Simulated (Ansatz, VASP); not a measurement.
## WS2: VASP beside Ansatz

```
W S
1.0
     3.11803    0.00000    0.00000
    -1.55901    2.70029    0.00000
     0.00000    0.00000   12.58280
W S
2 4
Direct
  0.33333 0.66667 0.25000
  0.66667 0.33333 0.75000
  0.33333 0.66667 0.60686
  0.66667 0.33333 0.10686
  0.33333 0.66667 0.89314
  0.66667 0.33333 0.39314
```

Alike in both runs: task single point; functional PBEsol; k mesh 12 × 12 × 2; occupations gaussian, width 0.05 eV; no spin polarisation.

|  | VASP | Ansatz |
| --- | --- | --- |
| version | VASP 6.6.1 | Ansatz 0.2.0 |
| potentials or method | VASP PAW PBE potentials, release 64 (W_sv, S), cutoff 520 eV | scalar-relativistic, plane waves, PAW |
| valence electrons in the cell | 52 | 52 |

```csv
,VASP,Ansatz,Ansatz less VASP
gap on the k mesh at the Fermi level (eV),0.53,0.53,-0.004
least direct gap on the mesh (eV),1.25,1.25,-0.005
pressure (GPa),-16.9,-16.9,-0.05
"traceless stress, the component that is largest in VASP (GPa)",-17.80,-17.80,-0.008
rms of the force components (eV/Å),1.621,1.625,+0.0039
```

VASP's potentials were made for PBE, not for PBEsol, and Ansatz warns of the same on its side. Atom by atom the forces differ by 0.004 eV/Å (rms over components). With one functional, cell and mesh, what is left measures potentials, basis and numerics.

Neither program's run includes spin-orbit coupling.
